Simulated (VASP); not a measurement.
Here is a VASP 6.6.1 calculation.

The input INCAR:

```
PREC = Accurate
ENCUT = 520
EDIFF = 1E-6
ISMEAR = 0
SIGMA = 0.05
LREAL = Auto
LASPH = True
NELM = 100
ALGO = Normal
ISIF = 2
LWAVE = False
LCHARG = False
GGA = PE
NELECT = 56.0
NBANDS = 42
```

Contents of KPOINTS:

```
regular mesh
0
Gamma
  6 6 6
```

The input POSCAR:

```
B8N7
1.0
   -1.2770455854     -2.2119078376     -4.2240394007
   -1.2770455854     -2.2119078376      4.2240394007
   -2.5540911709      4.4238156750      0.0000000000
B N
8 7
Direct
    0.6667526990      0.6665806343      0.8333333333
    0.6667526990      0.6665806343      0.3333333333
    0.1667526990      0.1665806343      0.8333333333
    0.1667526990      0.1665806343      0.3333333333
    0.0834193657      0.5832473010      0.1666666667
    0.0834193657      0.5832473010      0.6666666667
    0.5834193657      0.0832473010      0.1666666667
    0.5834193657      0.0832473010      0.6666666667
    0.8314757142      0.4566477789      0.4720308733
    0.3540806343      0.9792526990      0.8333333333
    0.3540806343      0.9792526990      0.3333333333
    0.2707473010      0.3959193657      0.1666666667
    0.2707473010      0.3959193657      0.6666666667
    0.7707473010      0.8959193657      0.1666666667
    0.7707473010      0.8959193657      0.6666666667
```

Potentials or basis: VASP PAW PBE potentials, release 64 (B, N).

Run with:

```sh
$ cat potpaw_PBE.64/B/POTCAR potpaw_PBE.64/N/POTCAR > POTCAR
$ mpirun -np 1 vasp_std > vasp.out
```

**Question.** What does it give for the largest force?

**Answer.** 28.249 eV/Å.

Forces on the atoms (eV/Å):
```
B     0.164  -0.038   4.844
B    -1.227   1.710   1.524
B     0.496  -0.051   0.038
B     0.026   0.211   0.207
B    -3.550  -1.350  -3.210
B   -22.706  -1.550 -14.064
B     0.181   2.147  -0.623
B     3.330   2.638  -1.887
N    24.669  -4.866  12.875
N    -2.827  -0.989   0.951
N     2.528   2.102   0.945
N     0.875   0.382   1.912
N    -1.025   0.047  -1.714
N     0.239  -0.075  -2.643
N    -1.175  -0.318   0.845
```

Caveat: the cell carries a net charge on a neutralising background, which shifts energy and pressure; the cell differs from its parent crystal (N vacancy, atom 9 moved a little way towards it, host rigid).
